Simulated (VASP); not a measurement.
Here is a VASP 6.6.1 calculation.

File POSCAR:

```
C
1.0
    0.0000000000      1.7857700261      1.7857700261
    1.7857700261      0.0000000000      1.7857700261
    1.7857700261      1.7857700261      0.0000000000
C
2
Direct
    0.0000000000      0.0000000000      0.0000000000
    0.2500000000      0.2500000000      0.2500000000
```

INCAR.step1

```
PREC = Accurate ; ENCUT = 520
EDIFF = 1E-5 ; ISMEAR = -1
SIGMA = 0.01 ; LREAL = False
LASPH = True ; NELM = 60
ALGO = Normal ; ISIF = 2
LWAVE = True ; LCHARG = False
NBANDS = 11 ; GGA = PE
```

The input INCAR.step2:

```
PREC = Accurate ; ENCUT = 520
EDIFF = 1E-6 ; ISMEAR = -1
SIGMA = 0.01 ; LREAL = False
LASPH = True ; NELM = 60
ALGO = Normal ; ISIF = 2
LWAVE = False ; LCHARG = False
METAGGA = R2SCAN ; LHFCALC = True
AEXX = 0.1 ; LMIXTAU = True
PRECFOCK = Normal ; NBANDS = 11
ISTART = 1
```

KPOINTS

```
Automatic mesh
0
Gamma
  9 9 9
```

Potentials or basis: VASP PAW PBE potentials, release 64 (C).

Launch:

```sh
$ cat potpaw_PBE.64/C/POTCAR > POTCAR
$ cp INCAR.step1 INCAR
$ mpirun -np 1 vasp_std > vasp.out
$ cp INCAR.step2 INCAR
$ mpirun -np 1 vasp_std > vasp.out
```

Q: Estimate the pressure.

A: -6.4 GPa.

Q: What does it give for the band gap on the k mesh?

A: 5.05 eV (least direct gap 6.60 eV).

Caveat: the cell stands under tension; the PAW data sets were made with another functional, which shifts forces and pressure a little; an odd mesh through Γ misses points on the zone boundary, where band edges can lie.
